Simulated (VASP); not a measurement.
The system is Ni.

```
Ni
1.0
     0.00000    1.76735    1.76735
     1.76735    0.00000    1.76735
     1.76735    1.76735    0.00000
Ni
1
Direct
  0.00000 0.00000 0.00000
```

Base run:

| Quantity | Value |
| --- | --- |
| Program | VASP 6.6.1 |
| Functional | PBE |
| Potentials or basis | VASP PAW PBE potentials, release 64 (Ni) |
| Cutoff | 520 eV |
| k mesh | 12 × 12 × 12 |
| Occupations | fermi-dirac, width 0.1 eV |
| Spin | collinear spin, ferromagnetic start |
| Starting moments | [0.97] μB |
| Fixed moment | 0.97 μB |

Its results: pressure 0.5 GPa; site moments Ni +0.96 μB.

Problem. After a change of settings the same cell gave: pressure 8.1 GPa; site moments Ni +1.40 μB. Which change was it?
A. fixed moment from 0.97 μB to 1.94 μB; moments at the start from [0.97] to [1.94]
B. fixed moment from 0.97 μB to 1.21 μB; moments at the start from [0.97] to [1.21]
C. fixed moment from 0.97 μB to none; moments at the start from [0.97] to [2.0]
D. fixed moment from 0.97 μB to 1.45 μB; moments at the start from [0.97] to [1.45]

Solution. D.

Caveats: the total moment is fixed, so each spin has its own Fermi level.
